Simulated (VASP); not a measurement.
Wanted: the native input for a VASP 6.6.1 run.

* Task: single point
* Functional: PBE
* Potentials or basis: VASP PAW PBE potentials, release 64 (Ta_pv, Mo_sv)
* Cutoff: 520 eV
* k mesh: 4 × 4 × 4
* Occupations: gaussian, width 0.1 eV
* Spin: no spin polarisation
* Dipole correction: no
* Further INCAR settings: ALGO = Fast; EDIFF = 1e-06; NBANDS = 42

The structure of TaMo4 lies in POSCAR:

```
TaMo4
1.0
    4.6499427100      0.0000000000      0.0000000000
    0.0000000000      4.6499427100      0.0000000000
    0.0000000000      0.0000000000      4.6499427100
Ta Mo
1 4
Direct
    0.5000000000      0.5000000000      0.5000000000
    0.0000000000      0.5000000000      0.5000000000
    0.5000000000      0.0000000000      0.5000000000
    0.5000000000      0.5000000000      0.0000000000
    0.0000000000      0.0000000000      0.0000000000
```

These files were run (other wordings do the same):

INCAR

```
PREC = Accurate ; ENCUT = 520
EDIFF = 1E-6 ; ISMEAR = 0
SIGMA = 0.1 ; LREAL = False
LASPH = True ; NELM = 60
ALGO = Fast ; ISIF = 2
LWAVE = False ; LCHARG = False
GGA = PE ; NBANDS = 42
```

KPOINTS

```
Automatic mesh
0
Gamma
  4 4 4
```

Potentials or basis: VASP PAW PBE potentials, release 64 (Ta_pv, Mo_sv).

Launch:

```sh
$ cat potpaw_PBE.64/Ta_pv/POTCAR potpaw_PBE.64/Mo_sv/POTCAR > POTCAR
$ mpirun -np 1 vasp_std > vasp.out
```

Results of the run:

```json
{
 "Pressure": "1.9 GPa"
}
```

Run time: 59 s on 1 thread of Intel(R) Xeon(R) Platinum 8259CL CPU @ 2.50GHz (Skylake/Cascade Lake) (shared host), peak memory 0.21 GiB.
